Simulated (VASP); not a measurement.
Write the native input for VASP 6.6.1 that does the following.

```
Task                   : single point
Functional             : r2SCAN
Potentials or basis    : VASP PAW PBE potentials, release 64 (N, Cu)
Cutoff                 : 660 eV
k mesh                 : 5 × 5 × 5
Occupations            : fermi-dirac, width 0.1 eV
Spin                   : collinear spin
Starting moments       : [0.0, 1.4, -1.4, 1.4] μB
Dipole correction      : no
Further INCAR settings : ALGO = Normal; EDIFF = 1e-06; NBANDS = 31
```

The system is Cu3N.

```
CELL_PARAMETERS angstrom
3.81400 0.00000 0.00000
0.00000 3.81400 0.00000
0.00000 0.00000 3.81400
ATOMIC_POSITIONS crystal
N 0.00000 0.00000 0.00000
Cu 0.50000 0.00000 0.00000
Cu 0.00000 0.50000 0.00000
Cu 0.00000 0.00000 0.50000
```

The input as run:

POSCAR

```
Cu3N
1.0
    3.8140000000      0.0000000000      0.0000000000
    0.0000000000      3.8140000000      0.0000000000
    0.0000000000      0.0000000000      3.8140000000
N Cu
1 3
Direct
    0.0000000000      0.0000000000      0.0000000000
    0.5000000000      0.0000000000      0.0000000000
    0.0000000000      0.5000000000      0.0000000000
    0.0000000000      0.0000000000      0.5000000000
```

INCAR.step1

```
PREC     = Accurate       # precision mode
ENCUT    = 660            # plane-wave cutoff, eV
ISMEAR   = -1             # smearing method
SIGMA    = 0.1            # smearing width, eV
LREAL    = False          # projectors in reciprocal space
LASPH    = True           # aspherical terms in the spheres
NELM     = 200            # most SCF steps
ISPIN    = 2              # spin polarisation
MAGMOM   = 0 1.4 -1.4 1.4 # initial moments
LMAXMIX  = 4              # l up to which the mixer works
NBANDS   = 31             # bands
GGA      = PE             # functional
ALGO     = Normal         # electronic algorithm
EDIFF    = 1E-5           # SCF threshold, eV
LWAVE    = True           # write WAVECAR
LCHARG   = False          # write CHGCAR
GGA_COMPAT= False
```

INCAR.step2

```
PREC     = Accurate       # precision mode
ENCUT    = 660            # plane-wave cutoff, eV
EDIFF    = 1E-6           # SCF threshold, eV
ISMEAR   = -1             # smearing method
SIGMA    = 0.1            # smearing width, eV
LREAL    = False          # projectors in reciprocal space
LASPH    = True           # aspherical terms in the spheres
NELM     = 200            # most SCF steps
ALGO     = Normal         # electronic algorithm
ISIF     = 2              # what is computed and relaxed
LWAVE    = False          # write WAVECAR
LCHARG   = False          # write CHGCAR
ISPIN    = 2              # spin polarisation
MAGMOM   = 0 1.4 -1.4 1.4 # initial moments
LORBIT   = 11             # projections on sites
LMAXMIX  = 4              # l up to which the mixer works
METAGGA  = R2SCAN         # meta-GGA
LMIXTAU  = True         
NBANDS   = 31             # bands
ISTART   = 1            
GGA_COMPAT= False
```

KPOINTS

```
regular mesh
0
Gamma
  5 5 5
```

Potentials or basis: VASP PAW PBE potentials, release 64 (N, Cu).

Command:

```sh
$ cat potpaw_PBE.64/N/POTCAR potpaw_PBE.64/Cu/POTCAR > POTCAR
$ cp INCAR.step1 INCAR
$ mpirun -np 1 vasp_std > vasp.out
$ cp INCAR.step2 INCAR
$ mpirun -np 1 vasp_std > vasp.out
```

Results of the run:

```yaml
Pressure: -2.1 GPa
Band_gap_on_the_k_mesh: 1.50 eV (least direct gap 1.96 eV)
Net_moment: 0.00 μB per cell
Valence_electrons_inside_the_program's_atomic_spheres: N 3.75; Cu 10.07
```

Caveat: the PAW data sets were made with another functional, which shifts forces and pressure a little; an odd mesh through Γ misses points on the zone boundary, where band edges can lie.

Wall time 3.5 min on 1 thread of Oxide Virtual Turin-like Processor, on a shared host, peak memory 0.21 GiB.
